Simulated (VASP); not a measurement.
Crystal: Ru.

```
CELL_PARAMETERS angstrom
2.68951 0.00000 0.00000
-1.34475 2.32918 0.00000
0.00000 0.00000 12.75579
ATOMIC_POSITIONS crystal
Ru 0.00000 0.00000 0.00000
Ru 0.33333 0.66667 0.16667
Ru 0.66667 0.33333 0.33333
Ru 0.00000 0.00000 0.50000
Ru 0.66667 0.33333 0.66667
Ru 0.33333 0.66667 0.83333
```

* Program: VASP 6.6.1
* Task: relaxation of cell and atoms
* Functional: PBEsol
* Potentials or basis: VASP PAW PBE potentials, release 64 (Ru_pv)
* Cutoff: 600 eV
* k mesh: 18 × 18 × 4
* Occupations: gaussian, width 0.1 eV
* Spin: no spin polarisation

At the start: pressure 1.5 GPa; volume 13.32 Å³/atom.

Where does the relaxation end?

Over 12 steps the energy falls by 18.9 meV/atom and the volume is 13.38 Å³/atom (+0.5 %); space group P6_3/mmc (No. 194, to 0.1 Å) before and after.

Step by step:
```csv
step,energy change (eV),largest force (eV/Å),pressure (GPa),volume (Å³)
1,0.0000,0.8529,1.52,79.91
2,-0.0475,0.1403,-3.99,81.32
3,-0.0898,0.3620,-2.25,80.73
4,-0.0893,0.0673,5.72,79.02
5,-0.1054,0.1642,1.58,79.87
6,-0.1110,0.0749,-0.54,80.46
7,-0.1132,0.0140,0.17,80.25
8,-0.1132,0.0062,0.16,80.26
9,-0.1132,0.0072,-0.45,80.38
10,-0.1133,0.0091,-0.14,80.32
11,-0.1133,0.0087,-0.10,80.32
12,-0.1133,0.0003,0.06,80.28
```

Final structure:
```
Ru
1.0
     2.67562    0.00000    0.00000
    -1.33781    2.31716    0.00000
     0.00000    0.00000   12.94827
Ru
6
Direct
  0.00000 0.00000 0.00000
  0.33333 0.66667 0.16296
  0.66667 0.33333 0.33704
  0.00000 0.00000 0.50000
  0.66667 0.33333 0.66296
  0.33333 0.66667 0.83704
```

Caveat: the PAW data sets were made with another functional, which shifts forces and pressure a little.
